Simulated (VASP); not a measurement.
# HfN (I4/mmm) in VASP: notebook, part 2 of 2

VASP 6.6.1. The steps go on from the part before.

## Step 4: Single point, PBE

This run uses another cell than the first one, of the same volume but with other edges.

Contents of INCAR:

```
PREC = Accurate ; ENCUT = 520
EDIFF = 1E-6 ; ISMEAR = 0
SIGMA = 0.15 ; LREAL = False
LASPH = True ; NELM = 80
ALGO = Normal ; ISIF = 2
LWAVE = False ; LCHARG = False
GGA = PE ; NBANDS = 14
```

Contents of KPOINTS:

```
regular mesh
0
Gamma
  20 20 20
```

Contents of POSCAR:

```
HfN
1.0
    0.0000000000      2.3226670296      2.1368536672
    2.3226670296      0.0000000000      2.1368536672
    2.3226670296      2.3226670296      0.0000000000
Hf N
1 1
Direct
    0.0000000000      0.0000000000      0.0000000000
    0.5000000000      0.5000000000      0.5000000000
```

Potentials or basis: VASP PAW PBE potentials, release 64 (Hf_pv, N).

Command:

```bash
cat potpaw_PBE.64/Hf_pv/POTCAR potpaw_PBE.64/N/POTCAR > POTCAR
mpirun -np 1 vasp_std > vasp.out
```

OUTCAR:

```text
PREC = Accurate
   ENCUT = 520
   EDIFF = 1E-6
   ISMEAR = 0
   LREAL = False
   LASPH = True
   NELM = 80
   ISIF = 2
   GGA = PE

 ion  position               nearest neighbor table
   1  0.000  0.000  0.000-   2 2.14   2 2.14   2 2.32   2 2.32   2 2.32   2 2.32
   2  0.500  0.500  0.500-   1 2.14   1 2.14   1 2.32   1 2.32   1 2.32   1 2.32

  LATTYP: Found a body centered tetragonal cell.
 ALAT       =     3.2847472141
 C/A-ratio  =     1.3010764774

  Lattice vectors:

 A1 = (   0.0000000000,  -2.3226670296,  -2.1368536672)
 A2 = (   0.0000000000,   2.3226670296,  -2.1368536672)
 A3 = (   2.3226670296,   0.0000000000,   2.1368536672)

Analysis of symmetry for initial positions (statically):
=====================================================================
 Subroutine PRICEL returns:
 Original cell was already a primitive cell.

 Routine SETGRP: Setting up the symmetry group for a
 body centered tetragonal supercell.

 Subroutine GETGRP returns: Found 16 space group operations
 (whereof 16 operations were pure point group operations)
 out of a pool of 16 trial point group operations.

The static configuration has the point symmetry D_4h.

Analysis of symmetry for dynamics (positions and initial velocities):
=====================================================================
 Subroutine PRICEL returns:
 Original cell was already a primitive cell.

 Routine SETGRP: Setting up the symmetry group for a
 body centered tetragonal supercell.

 Subroutine GETGRP returns: Found 16 space group operations
 (whereof 16 operations were pure point group operations)
 out of a pool of 16 trial point group operations.

The dynamic configuration has the point symmetry D_4h.

 Subroutine INISYM returns: Found 16 space group operations
 (whereof 16 operations are pure point group operations),
 and found     1 'primitive' translations

----------------------------------------------------------------------------------------

                                     Primitive cell
[... 121 lines left out ...]
   LRPA    =     F    only Hartree local field effects (RPA)
 non-spin polarized calculation
 Gauss-broadening in eV      SIGMA  =   0.15
  energy-cutoff  :      520.00
  volume of cell :       23.06
 maximum number of plane-waves:       640
   NGX = 11   NGY = 11   NGZ = 13

 number of electron      15.0000000 magnetization

 Free energy of the ion-electron system (eV)
  ---------------------------------------------------
  ext. energy  EPLUGINS =         0.00000000
  ---------------------------------------------------
  free energy    TOTEN  =       -21.57505997 eV

  energy without entropy =      -21.56888772  energy(sigma->0) =      -21.57197385

 E-fermi :   8.4187     XC(G=0): -12.7190

 val. band max:        8.4017158652   @ k =   0.4500   0.2000   0.1000
 cond. band min:       8.4239438489   @ k =  -0.4000   0.3000   0.1000
 fundamental gap:      0.0222279837
 Fermi energy:         8.4186620844

 k-point     1 :       0.0000    0.0000    0.0000
  band No.  band energies     occupation
      1     -22.7594      2.00000
      2     -22.7594      2.00000
      3     -22.7027      2.00000
      4      -9.1496      2.00000
      5       5.2129      2.00000
      6       5.2129      2.00000
      7       5.6872      2.00000
      8       7.7871      2.00000
      9       7.7871      2.00000
     10       8.6923      0.00988
     11       8.9762      0.00000
     12       9.7383      0.00000
     13      12.3508      0.00000
     14      18.0283      0.00000
[... 377 lines left out ...]
      1     -23.5412      2.00000
      2     -22.8731      2.00000
      3     -22.7776      2.00000
      4      -7.0210      2.00000
      5       0.3875      2.00000
      6       2.4221      2.00000
      7       2.7869      2.00000
      8       9.9858      0.00000
      9      11.0005      0.00000
     10      11.3838      0.00000
     11      13.7128      0.00000
     12      15.3127      0.00000
     13      16.4764      0.00000
     14      20.3251      0.00000

 [... further k-points ...]

------------------------ aborting loop because EDIFF is reached ----------------------------------------

  FORCE on cell =-STRESS in cart. coord.  units (eV):
  Direction    XX          YY          ZZ          XY          YZ          ZX
  --------------------------------------------------------------------------------------
  -------------------------------------------------------------------------------------
  Total       -1.1955832     -1.1955832      5.7418039      0.0000000      0.0000000     -0.0000000
  in kB      -83.0829098    -83.0829098    399.0067568      0.0000000      0.0000000     -0.0000000
  external PRESSURE =      77.6136457 kB  Pullay stress =       0.0000000 kB

 VOLUME and BASIS-vectors are now :
 -----------------------------------------------------------------------------
  energy-cutoff  :      520.00
  volume of cell :       23.06
      direct lattice vectors                 reciprocal lattice vectors
     0.000000000  2.322667030  2.136853667    -0.215269771  0.215269771  0.233988882
     2.322667030  0.000000000  2.136853667     0.215269771 -0.215269771  0.233988882
     2.322667030  2.322667030  0.000000000     0.215269771  0.215269771 -0.233988882

 POSITION                                       TOTAL-FORCE (eV/Angst)
 -----------------------------------------------------------------------------------
      0.00000      0.00000      0.00000         0.000000     -0.000000      0.000000
      2.32267      2.32267      2.13685        -0.000000      0.000000      0.000000
 -----------------------------------------------------------------------------------
    total drift:                                0.000000     -0.000000     -0.000000

  FREE ENERGIE OF THE ION-ELECTRON SYSTEM (eV)
  ---------------------------------------------------
  free  energy   TOTEN  =       -21.5750599731 eV

  energy  without entropy=      -21.5688877226  energy(sigma->0) =      -21.57197385
```

OSZICAR:

```text
N       E                     dE             d eps       ncg     rms          rms(c)
DAV:   1     0.386118227658E+02    0.38612E+02   -0.78032E+03 18004   0.101E+03
DAV:   2    -0.226482142847E+02   -0.61260E+02   -0.57394E+02 23454   0.236E+02
DAV:   3    -0.246236397162E+02   -0.19754E+01   -0.19658E+01 20924   0.349E+01
DAV:   4    -0.246311795266E+02   -0.75398E-02   -0.75387E-02 21350   0.248E+00
DAV:   5    -0.246312285846E+02   -0.49058E-04   -0.49058E-04 21072   0.171E-01    0.513E+01
DAV:   6    -0.216766673488E+02    0.29546E+01   -0.83300E+00 20212   0.224E+01    0.432E+01
DAV:   7    -0.216021214972E+02    0.74546E-01   -0.47836E-01 22448   0.608E+00    0.272E+01
DAV:   8    -0.215806927176E+02    0.21429E-01   -0.10236E-01 21242   0.279E+00    0.600E+00
DAV:   9    -0.215752051302E+02    0.54876E-02   -0.15718E-02 20624   0.996E-01    0.187E+00
DAV:  10    -0.215750721517E+02    0.13298E-03   -0.97961E-04 24088   0.300E-01    0.162E-01
DAV:  11    -0.215750597829E+02    0.12369E-04   -0.61064E-05 20108   0.772E-02    0.216E-02
DAV:  12    -0.215750599731E+02   -0.19021E-06   -0.34812E-06 23132   0.167E-02
   1 F= -.21575060E+02 E0= -.21571974E+02  d E =-.617225E-02
```

Run time: 4.4 min. Hardware: 1 thread of AMD EPYC 7R13, shared host; peak memory 0.29 GiB.

Results:

* Free energy: -21.5751 eV
* Pressure: 7.8 GPa
* Band gap on the k mesh: zero (an odd number of electrons rules out a gap without spin polarisation)

Caveat: the stress differs along the axes, from -8 to 40 GPa; spin-orbit coupling is left out, which moves the levels of the heavy elements.

## Step 5: Single point, PBE

This run uses another cell than the first one, of the same volume but with other edges.

Contents of INCAR:

```
PREC     = Accurate       # precision mode
ENCUT    = 520            # plane-wave cutoff, eV
EDIFF    = 1E-7           # SCF threshold, eV
ISMEAR   = 0              # smearing method
SIGMA    = 0.15           # smearing width, eV
LREAL    = False          # projectors in reciprocal space
LASPH    = True           # aspherical terms in the spheres
NELM     = 80             # most SCF steps
ALGO     = Normal         # electronic algorithm
ISIF     = 2              # what is computed and relaxed
LWAVE    = False          # write WAVECAR
LCHARG   = False          # write CHGCAR
GGA      = PE             # functional
NBANDS   = 14             # bands
```

Contents of KPOINTS:

```
Automatic mesh
0
Gamma
  20 20 20
```

Contents of POSCAR:

```
HfN
1.0
    0.0000000000      2.1883595026      2.4071954529
    2.1883595026      0.0000000000      2.4071954529
    2.1883595026      2.1883595026      0.0000000000
Hf N
1 1
Direct
    0.0000000000      0.0000000000      0.0000000000
    0.5000000000      0.5000000000      0.5000000000
```

Potentials or basis: VASP PAW PBE potentials, release 64 (Hf_pv, N).

Command:

```bash
cat potpaw_PBE.64/Hf_pv/POTCAR potpaw_PBE.64/N/POTCAR > POTCAR
mpirun -np 1 vasp_std > vasp.out
```

OUTCAR:

```text
PREC = Accurate
   ENCUT = 520
   EDIFF = 1E-7
   ISMEAR = 0
   LREAL = False
   LASPH = True
   NELM = 80
   ISIF = 2
   GGA = PE

 ion  position               nearest neighbor table
   1  0.000  0.000  0.000-   2 2.19   2 2.19   2 2.19   2 2.19   2 2.41   2 2.41
   2  0.500  0.500  0.500-   1 2.19   1 2.19   1 2.19   1 2.19   1 2.41   1 2.41

  LATTYP: Found a body centered tetragonal cell.
 ALAT       =     3.0948076879
 C/A-ratio  =     1.5556349186

  Lattice vectors:

 A1 = (  -2.1883595026,   0.0000000000,   2.4071954529)
 A2 = (   2.1883595026,   0.0000000000,   2.4071954529)
 A3 = (   0.0000000000,   2.1883595026,  -2.4071954529)

Analysis of symmetry for initial positions (statically):
=====================================================================
 Subroutine PRICEL returns:
 Original cell was already a primitive cell.

 Routine SETGRP: Setting up the symmetry group for a
 body centered tetragonal supercell.

 Subroutine GETGRP returns: Found 16 space group operations
 (whereof 16 operations were pure point group operations)
 out of a pool of 16 trial point group operations.

The static configuration has the point symmetry D_4h.

Analysis of symmetry for dynamics (positions and initial velocities):
=====================================================================
 Subroutine PRICEL returns:
 Original cell was already a primitive cell.

 Routine SETGRP: Setting up the symmetry group for a
 body centered tetragonal supercell.

 Subroutine GETGRP returns: Found 16 space group operations
 (whereof 16 operations were pure point group operations)
 out of a pool of 16 trial point group operations.

The dynamic configuration has the point symmetry D_4h.

 Subroutine INISYM returns: Found 16 space group operations
 (whereof 16 operations are pure point group operations),
 and found     1 'primitive' translations

----------------------------------------------------------------------------------------

                                     Primitive cell

  volume of cell :      23.0557

[... 118 lines left out ...]
   LRPA    =     F    only Hartree local field effects (RPA)
 non-spin polarized calculation
 Gauss-broadening in eV      SIGMA  =   0.15
  energy-cutoff  :      520.00
  volume of cell :       23.06
 maximum number of plane-waves:       638
   NGX = 13   NGY = 13   NGZ = 11

 number of electron      15.0000000 magnetization

 Free energy of the ion-electron system (eV)
  ---------------------------------------------------
  ext. energy  EPLUGINS =         0.00000000
  ---------------------------------------------------
  free energy    TOTEN  =       -21.55681709 eV

  energy without entropy =      -21.54967846  energy(sigma->0) =      -21.55324777

 E-fermi :   8.4116     XC(G=0): -12.7148

 val. band max:        8.4114269473   @ k =   0.3000   0.1000   0.0500
 cond. band min:       8.4171598345   @ k =   0.2500   0.0500   0.0000
 fundamental gap:      0.0057328872
 Fermi energy:         8.4115673415

 k-point     1 :       0.0000    0.0000    0.0000
  band No.  band energies     occupation
      1     -22.8255      2.00000
      2     -22.6870      2.00000
      3     -22.6870      2.00000
      4      -9.1549      2.00000
      5       5.0985      2.00000
      6       5.5058      2.00000
      7       5.5058      2.00000
      8       7.3667      2.00000
      9       8.2951      1.72781
     10       8.4661      0.60687
     11       8.4661      0.60687
     12      11.0680      0.00000
     13      11.7371      0.00000
     14      18.0469      0.00000
[... 377 lines left out ...]
      1     -23.5727      2.00000
      2     -22.9359      2.00000
      3     -22.6928      2.00000
      4      -6.8262      2.00000
      5       0.2568      2.00000
      6       2.4166      2.00000
      7       2.4274      2.00000
      8      10.0783      0.00000
      9      10.9847      0.00000
     10      11.8974      0.00000
     11      12.5778      0.00000
     12      15.6343      0.00000
     13      17.4588      0.00000
     14      20.5949      0.00000

 [... further k-points ...]

------------------------ aborting loop because EDIFF is reached ----------------------------------------

  FORCE on cell =-STRESS in cart. coord.  units (eV):
  Direction    XX          YY          ZZ          XY          YZ          ZX
  --------------------------------------------------------------------------------------
  -------------------------------------------------------------------------------------
  Total        3.2732812      3.2732812     -2.7866141      0.0000000      0.0000000     -0.0000000
  in kB      227.4653325    227.4653325   -193.6460857      0.0000000      0.0000000     -0.0000000
  external PRESSURE =      87.0948598 kB  Pullay stress =       0.0000000 kB

 VOLUME and BASIS-vectors are now :
 -----------------------------------------------------------------------------
  energy-cutoff  :      520.00
  volume of cell :       23.06
      direct lattice vectors                 reciprocal lattice vectors
     0.000000000  2.188359503  2.407195453    -0.228481655  0.228481655  0.207710595
     2.188359503  0.000000000  2.407195453     0.228481655 -0.228481655  0.207710595
     2.188359503  2.188359503  0.000000000     0.228481655  0.228481655 -0.207710595

 POSITION                                       TOTAL-FORCE (eV/Angst)
 -----------------------------------------------------------------------------------
      0.00000      0.00000      0.00000        -0.000000      0.000000      0.000000
      2.18836      2.18836      2.40720         0.000000     -0.000000     -0.000000
 -----------------------------------------------------------------------------------
    total drift:                                0.000000     -0.000000     -0.000000

  FREE ENERGIE OF THE ION-ELECTRON SYSTEM (eV)
  ---------------------------------------------------
  free  energy   TOTEN  =       -21.5568170881 eV

  energy  without entropy=      -21.5496784567  energy(sigma->0) =      -21.55324777
```

stdout:

```text
POSCAR found type information on POSCAR HfN
 POSCAR found :  2 types and       2 ions
 scaLAPACK will be used
 LDA part: xc-table for (Slater+PW92), standard interpolation
 POSCAR, INCAR and KPOINTS ok, starting setup
 FFT: planning ... GRIDC
 FFT: planning ... GRID_SOFT
 FFT: planning ... GRID
 WAVECAR not read
 entering main loop
```

It took 4.8 min on 1 thread of AMD EPYC 7R13, shared host; peak memory 0.29 GiB.

Results:

```
Free energy            : -21.5568 eV
Pressure               : 8.7 GPa
Band gap on the k mesh : zero (an odd number of electrons rules out a gap without spin polarisation)
```

Stress tensor (GPa, compression positive):
```
 22.75   0.00   0.00
  0.00  22.75   0.00
  0.00   0.00 -19.36
```

Caveat: the stress differs along the axes, from -19 to 23 GPa; spin-orbit coupling is left out, which moves the levels of the heavy elements.

## Step 6: Single point, PBE

This run uses another cell than the first one, of the same volume but with other edges.

Contents of INCAR:

```
PREC     = Accurate       # precision mode
ENCUT    = 520            # plane-wave cutoff, eV
EDIFF    = 1E-6           # SCF threshold, eV
ISMEAR   = 0              # smearing method
SIGMA    = 0.15           # smearing width, eV
LREAL    = F              # projectors in reciprocal space
LASPH    = T              # aspherical terms in the spheres
NELM     = 60             # most SCF steps
ALGO     = Normal         # electronic algorithm
ISIF     = 2              # what is computed and relaxed
LWAVE    = F              # write WAVECAR
LCHARG   = F              # write CHGCAR
GGA      = PE             # functional
NBANDS   = 14             # bands
```

Contents of KPOINTS:

```
regular mesh
0
Gamma
  20 20 20
```

Contents of POSCAR:

```
HfN
1.0
    0.0000000000      2.6078250059      1.6950862538
    2.6078250059      0.0000000000      1.6950862538
    2.6078250059      2.6078250059      0.0000000000
Hf N
1 1
Direct
    0.0000000000      0.0000000000      0.0000000000
    0.5000000000      0.5000000000      0.5000000000
```

Potentials or basis: VASP PAW PBE potentials, release 64 (Hf_pv, N).

Command:

```bash
cat potpaw_PBE.64/Hf_pv/POTCAR potpaw_PBE.64/N/POTCAR > POTCAR
mpirun -np 1 vasp_std > vasp.out
```

Run time: 5.1 min. Hardware: 1 thread of AMD EPYC 7R13, shared host; peak memory 0.3 GiB.

The run converged. Its results:

```yaml
Free_energy: -14.3661 eV
Pressure: 131.3 GPa
Band_gap_on_the_k_mesh: zero (an odd number of electrons rules out a gap without spin polarisation)
```

Stress tensor (GPa, compression positive):
```
 -0.40   0.00   0.00
  0.00  -0.40   0.00
  0.00   0.00 394.84
```

Levels at points of the mesh, in eV from the Fermi level:
| k point | band 5 | band 6 | band 7 | band 8 | band 9 | band 10 |
| --- | --- | --- | --- | --- | --- | --- |
| (0.00, 0.00, 0.00) | -4.37 | -4.37 | -4.36 | -0.98 | -0.52 | -0.52 |
| (0.50, 0.00, 0.00) | -9.37 | -8.56 | -8.10 | 1.63 | 3.46 | 4.48 |
| (0.50, 0.50, 0.00) | -5.21 | -5.21 | -4.51 | 0.55 | 4.26 | 4.26 |
| (0.50, 0.00, 0.50) | -6.52 | -4.54 | -2.13 | -0.76 | 0.98 | 3.17 |

Caveat: the stress differs along the axes, from -0 to 395 GPa; spin-orbit coupling is left out, which moves the levels of the heavy elements.

## Step 7: Summary

```tsv
cell	gap on the mesh (eV)	pressure (GPa)
a = 3.112, b = 3.112, c = 3.471 Å, angles 56.1, 56.1, 67.8°, 2 atoms	none	51.1
a = 3.395, b = 3.395, c = 2.927 Å, angles 64.5, 64.5, 51.1°, 2 atoms	none	43.2
a = 3.156, b = 3.156, c = 3.285 Å, angles 58.6, 58.6, 62.7°, 2 atoms	none	7.8
a = 3.253, b = 3.253, c = 3.095 Å, angles 61.6, 61.6, 56.8°, 2 atoms	none	8.7
a = 3.110, b = 3.110, c = 3.688 Å, angles 53.6, 53.6, 72.7°, 2 atoms	none	131.3
```

Alike in all rows: task single point; level PBE; potentials or basis VASP PAW PBE potentials, release 64 (Hf_pv, N); no spin polarisation; k mesh 20 × 20 × 20; cutoff (eV) 520; smearing gaussian 0.15 eV.

Caveats: spin-orbit coupling is left out, which moves the levels of the heavy elements; the stress differs along the axes, from -15 to 182 GPa (at least some runs); the stress differs along the axes, from -14 to 72 GPa (at least some runs); the stress differs along the axes, from -8 to 40 GPa (at least some runs); the stress differs along the axes, from -19 to 23 GPa (at least some runs); the stress differs along the axes, from -0 to 395 GPa (at least some runs).

Total energies depend on the potentials used, so only differences within one code and one set of settings carry meaning.

The gap in the log of VASP goes by the Fermi energy; the results here count the filled bands.